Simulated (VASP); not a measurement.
Crystal: Fe.

```
Fe
1.0
    -1.44300    1.44300    1.44300
     1.44300   -1.44300    1.44300
     1.44300    1.44300   -1.44300
Fe
1
Direct
  0.00000 0.00000 0.00000
```

| Property | Result |
| --- | --- |
| Program | VASP 6.6.1 |
| Task | relaxation of volume and atoms at fixed shape |
| Functional | PBEsol |
| Potentials or basis | VASP PAW PBE potentials, release 64 (Fe) |
| Cutoff | 600 eV |
| k mesh | 12 × 12 × 12 |
| Occupations | fermi-dirac, width 0.05 eV |
| Spin | collinear spin, ferromagnetic start |
| Starting moments | [3.5] μB |

At the start: pressure -17.2 GPa; volume 12.02 Å³/atom.

**Question.** How do energy, volume and symmetry change on relaxing?

**Answer.** Over 4 steps the energy falls by 72.4 meV/atom and the volume is 10.80 Å³/atom (-10.2 %); space group Im-3m (No. 229, to 0.05 Å); moment 2.08 μB per cell.

Step by step:
| step | energy change (eV) | largest force (eV/Å) | pressure (GPa) | volume (Å³) |
| --- | --- | --- | --- | --- |
| 1 | 0.0000 | 0.0000 | -17.18 | 12.02 |
| 2 | -0.0133 | 0.0000 | 23.59 | 9.91 |
| 3 | -0.0723 | 0.0000 | -0.56 | 10.82 |
| 4 | -0.0724 | 0.0000 | -0.09 | 10.80 |

Final structure:
```cif
data_structure
_symmetry_space_group_name_H-M 'P 1'
_symmetry_Int_Tables_number 1
_cell_length_a 2.4116
_cell_length_b 2.4116
_cell_length_c 2.4116
_cell_angle_alpha 109.471
_cell_angle_beta 109.471
_cell_angle_gamma 109.471
_cell_volume 10.80
loop_
_atom_site_label
_atom_site_type_symbol
_atom_site_fract_x
_atom_site_fract_y
_atom_site_fract_z
_atom_site_occupancy
Fe1 Fe 0.00000 0.00000 0.00000 1
```

Caveat: the PAW data sets were made with another functional, which shifts forces and pressure a little; the volume moved by -10 % from the deposited cell, more than functionals usually miss.
